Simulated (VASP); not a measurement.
MgO:

```
Mg O
1.0
     4.25385    0.00000    0.00000
     0.00000   -4.25385    0.00000
     0.00000    0.00000   -4.25385
Mg O
4 4
Direct
  0.04987 0.04987 0.00000
  0.50000 0.50000 0.00000
  0.50000 0.00000 0.50000
  0.00000 0.50000 0.50000
  0.50000 0.00000 0.00000
  0.00000 0.50000 0.00000
  0.00000 0.00000 0.50000
  0.50000 0.50000 0.50000
```

This cell differs from its parent crystal: atom 1 (Mg) moved -0.300 Å towards its neighbour atom 2 (Mg) at 3.008 Å.

Base run:

```yaml
Program: VASP 6.6.1
Functional: PBE
Potentials_or_basis: VASP PAW PBE potentials, release 64 (Mg, O)
Cutoff: 520 eV
k_mesh: 6 × 6 × 6
Occupations: gaussian, width 0.05 eV
Spin: no spin polarisation
```

Its results: band gap on the k mesh 4.43 eV; pressure 1.7 GPa; largest force 2.989 eV/Å.

Task: The run is repeated on the same cell with these changes: functional from PBE to RPBE; further incar settings from ALGO = Normal; EDIFF = 1e-06; NBANDS = 26 to ALGO = Normal; EDIFF = 1e-07; NBANDS = 26. What comes out?

Result: Band gap on the k mesh 4.54 eV; pressure 6.3 GPa; largest force 3.057 eV/Å.

Caveats: forces of over 1 eV/Å act on the atoms, so gaps and moduli don't describe the material at rest (at least some runs); the cell stands under pressure (at least some runs); the PAW data sets were made with another functional, which shifts forces and pressure a little (at least some runs).

